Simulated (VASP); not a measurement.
The system is MoS2.

```
Mo S
1.0
     3.14887    0.00000    0.00000
    -1.57444    2.72700    0.00000
     0.00000    0.00000    6.68886
Mo S
1 2
Direct
  0.00000 0.00000 0.00000
  0.33333 0.66667 0.23433
  0.33333 0.66667 0.76567
```

```yaml
Program: VASP 6.6.1
Task: relaxation of cell and atoms
Functional: r2SCAN
Dispersion: rVV10
Potentials_or_basis: VASP PAW PBE potentials, release 64 (Mo_sv, S)
Cutoff: 600 eV
k_mesh: 12 × 12 × 4
Occupations: fermi-dirac, width 0.02 eV
Spin: no spin polarisation
```

At the start: pressure 1.3 GPa; volume 19.15 Å³/atom.

Q: How do energy, volume and symmetry change on relaxing?

A: Over 11 steps the energy falls by 3.0 meV/atom and the volume is 19.77 Å³/atom (+3.3 %); space group P-6m2 (No. 187, to 0.1 Å) before and after.

The path:
```
step  energy change (eV)  largest force (eV/Å)  pressure (GPa)  volume (Å³)
   1              0.0000                0.1036            1.31        57.44
   2             -0.0034                0.2299           -1.35        58.74
   3             -0.0052                0.1839           -0.39        58.25
   4             -0.0054                0.0887            0.61        58.22
   5             -0.0063                0.0408            0.13        58.23
   6             -0.0069                0.0352            0.12        58.34
   7             -0.0081                0.0186            0.08        58.67
   8             -0.0090                0.0135            0.04        59.33
   9             -0.0090                0.0120            0.04        59.30
  10             -0.0088                0.0578           -0.32        59.38
  11             -0.0090                0.0012           -0.01        59.31
```

Final structure:
```
CELL_PARAMETERS angstrom
3.17334 0.00000 0.00000
-1.58667 2.74820 0.00000
0.00000 0.00000 6.80083
ATOMIC_POSITIONS crystal
Mo 0.00000 0.00000 0.00000
S 0.33333 0.66667 0.22883
S 0.33333 0.66667 0.77117
```

Caveat: the PAW data sets were made with another functional, which shifts forces and pressure a little.
